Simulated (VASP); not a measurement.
Write the native input for VASP 6.6.1 that does the following.

```
Task                            : G0W0 quasiparticle levels
Functional                      : LDA
Potentials or basis             : VASP PAW LDA potentials, release 64 (Al_GW, N_GW)
Cutoff                          : 500 eV
k mesh                          : 6 × 6 × 6
Occupations                     : gaussian, width 0.01 eV
Spin                            : no spin polarisation
Dipole correction               : no
GW scheme                       : G0W0
GW iterations                   : 1
Cutoff of the response function : 80
Frequency points                : 48
Empty bands                     : 80
Further INCAR settings          : ALGO = EVGW0; EDIFF = 1e-08; NBANDS = 84
```

AlN:

```
CELL_PARAMETERS angstrom
0.00000 1.96900 1.96900
1.96900 0.00000 1.96900
1.96900 1.96900 0.00000
ATOMIC_POSITIONS crystal
Al 0.00000 0.00000 0.00000
N 0.50000 0.50000 0.50000
```

The input as run:

POSCAR

```
AlN
1.0
    0.0000000000      1.9690000000      1.9690000000
    1.9690000000      0.0000000000      1.9690000000
    1.9690000000      1.9690000000      0.0000000000
Al N
1 1
Direct
    0.0000000000      0.0000000000      0.0000000000
    0.5000000000      0.5000000000      0.5000000000
```

INCAR.step1

```
SYSTEM = AlN
PREC = Accurate
ENCUT = 500
EDIFF = 1E-8
ISMEAR = 0
SIGMA = 0.01
LREAL = .FALSE.
LASPH = .TRUE.
NELM = 100
ALGO = Normal
LWAVE = .TRUE.
LCHARG = .FALSE.
GGA = CA
```

INCAR.step2

```
SYSTEM = AlN
PREC = Accurate
ENCUT = 500
EDIFF = 1E-8
ISMEAR = 0
SIGMA = 0.01
LREAL = .FALSE.
LASPH = .TRUE.
NELM = 1
ALGO = Exact
LWAVE = .TRUE.
LCHARG = .FALSE.
GGA = CA
NBANDS = 84
LOPTICS = .TRUE.
ISTART = 1
```

INCAR.step3

```
SYSTEM = AlN
PREC = Accurate
ENCUT = 500
EDIFF = 1E-8
ISMEAR = 0
SIGMA = 0.01
LREAL = .FALSE.
LASPH = .TRUE.
ALGO = EVGW0
LWAVE = .FALSE.
LCHARG = .FALSE.
GGA = CA
NELMGW = 1
NBANDS = 84
ENCUTGW = 80.0
NOMEGA = 48
PRECFOCK = Fast
ISTART = 1
NBANDSGW = 12
```

KPOINTS

```
Automatic mesh
0
G
  6 6 6
  0 0 0
```

Potentials or basis: VASP PAW LDA potentials, release 64 (Al_GW, N_GW).

The run is started by

```bash
$ cat potpaw_LDA.64/Al_GW/POTCAR potpaw_LDA.64/N_GW/POTCAR > POTCAR
$ cp INCAR.step1 INCAR
$ mpirun -np 1 vasp_std > vasp.out
$ cp INCAR.step2 INCAR
$ mpirun -np 1 vasp_std > vasp.out
$ cp INCAR.step3 INCAR
$ mpirun -np 1 vasp_std > vasp.out
```

Results of the run:

```yaml
Band_gap_on_the_k_mesh_mean-field_level: 5.04 eV, indirect (least direct gap 6.96 eV)
Quasiparticle_gap: 6.32 eV
Least_direct_quasiparticle_gap: 8.49 eV
```

Caveat: the k points lie up to 0.46 Å⁻¹ apart; bands, screening cutoff and mesh are small and nothing is extrapolated, so the quasiparticle values aren't converged.

It took 74 s on 1 thread of Intel(R) Xeon(R) 6975P-C (Granite Rapids), on a shared host, peak memory 0.29 GiB.
